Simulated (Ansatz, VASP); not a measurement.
CuSb: VASP beside Ansatz

```xyz
2
Lattice="0.0000 2.6913 2.6913 2.6913 0.0000 2.6913 2.6913 2.6913 0.0000" Properties=species:S:1:pos:R:3 pbc="T T T"
Cu    2.6913    2.6913    2.6913
Sb    0.0000    0.0000    0.0000
```

Alike in both runs: task single point; functional LDA; k mesh 12 × 12 × 12; occupations gaussian, width 0.05 eV; no spin polarisation.

|  | VASP | Ansatz |
| --- | --- | --- |
| version | VASP 6.6.1 | Ansatz 0.2.0 |
| potentials or method | VASP PAW LDA potentials, release 64 (Cu, Sb), cutoff 520 eV | scalar-relativistic, plane waves, PAW |
| valence electrons in the cell | 16 | 34 |

Ansatz gave:

```
pressure (GPa) : -5.0
```

Task: What did VASP give for the same quantities?

Result: Pressure (GPa): -4.6.

LDA's correlation is that of Perdew and Zunger in VASP and of Perdew and Wang (1992) in Ansatz. VASP's potentials hold 16 valence electrons a cell and Ansatz's 34, so a difference there can come from the potentials and not from the codes.

Neither program's run includes spin-orbit coupling.
